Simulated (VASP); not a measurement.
**Y: single point with PBE**

Y:

```
Y
1.0
     3.64740    0.00000    0.00000
    -1.82370    3.15874    0.00000
     0.00000    0.00000    5.73060
Y
2
Cartesian
  0.0000 2.1058 1.4326
  1.8237 1.0529 4.2980
```

```
Program             : VASP 6.6.1
Task                : single point
Functional          : PBE
Potentials or basis : VASP PAW PBE potentials, release 64 (Y_sv)
Cutoff              : 500 eV
k mesh              : 12 × 12 × 6
Occupations         : gaussian, width 0.1 eV
Spin                : no spin polarisation
```

| Property | Result |
| --- | --- |
| Pressure | -0.3 GPa |
| Band gap on the k mesh | zero (bands 11 and 12 overlap by 1.39 eV) |

Stress tensor (GPa, compression positive):
```
-0.04  0.00  0.00
 0.00 -0.04  0.00
 0.00  0.00 -0.82
```

Levels at points of the mesh, in eV from the Fermi level:
```tsv
k point	band 7	band 8	band 9	band 10	band 11	band 12	band 13	band 14	band 15	band 16
(0.00, 0.00, 0.00)	-22.42	-22.39	-4.69	-1.86	0.86	1.74	1.74	2.03	2.34	2.34
(0.50, 0.00, 0.00)	-22.54	-22.48	-1.68	-1.18	-0.81	-0.12	1.38	1.47	2.04	4.99
(0.00, 0.00, 0.50)	-22.47	-22.47	-3.26	-3.26	0.94	0.94	1.66	1.66	1.66	1.66
(0.50, 0.00, 0.50)	-22.54	-22.54	-1.65	-1.65	0.06	0.06	1.36	1.36	2.76	2.76
```

Wall time 75 s on 1 thread of Intel(R) Xeon(R) 6975P-C (Granite Rapids), on a shared host, peak memory 0.23 GiB.
